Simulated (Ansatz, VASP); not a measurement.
**Two plane-wave programs on Ga2Sb2CO**

```xyz
6
Lattice="4.3344 0.0000 0.0000 -2.1672 3.7537 0.0000 0.0000 0.0000 23.3197" Properties=species:S:1:pos:R:3 pbc="T T T"
Sb    0.0000    0.0000    4.0000
Sb    0.0000    2.5025    7.6992
Ga    0.0000    2.5025    4.8848
Ga    2.1672    1.2512    8.4697
O     4.5752    2.0854   11.5697
C     4.5752    2.0854   12.7197
```

Alike in both runs: task single point; functional PBE; dispersion D3(BJ); k mesh 6 × 6 × 1; occupations gaussian, width 0.1 eV; no spin polarisation.

|  | VASP | Ansatz |
| --- | --- | --- |
| version | VASP 6.6.1 | Ansatz 0.2.0 |
| potentials or method | VASP PAW PBE potentials, release 64 (Sb, Ga_d, O, C), cutoff 520 eV | scalar-relativistic, plane waves, PAW |
| valence electrons in the cell | 46 | 66 |

|  | VASP | Ansatz | Ansatz less VASP |
| --- | --- | --- | --- |
| gap on the k mesh at the Fermi level (eV) | 0.02 | 0.02 | -0.003 |
| least direct gap on the mesh (eV) | 0.17 | 0.18 | +0.004 |
| rms of the force components (eV/Å) | 0.233 | 0.502 | +0.2690 |

One of these differences is far larger than is usual between the two programs; its cause wasn't traced. VASP's potentials hold 46 valence electrons a cell and Ansatz's 66, so a difference there can come from the potentials and not from the codes.

Neither program's run includes spin-orbit coupling. Noted on VASP's run: the standard files for N, O and F lose accuracy on very short bonds.
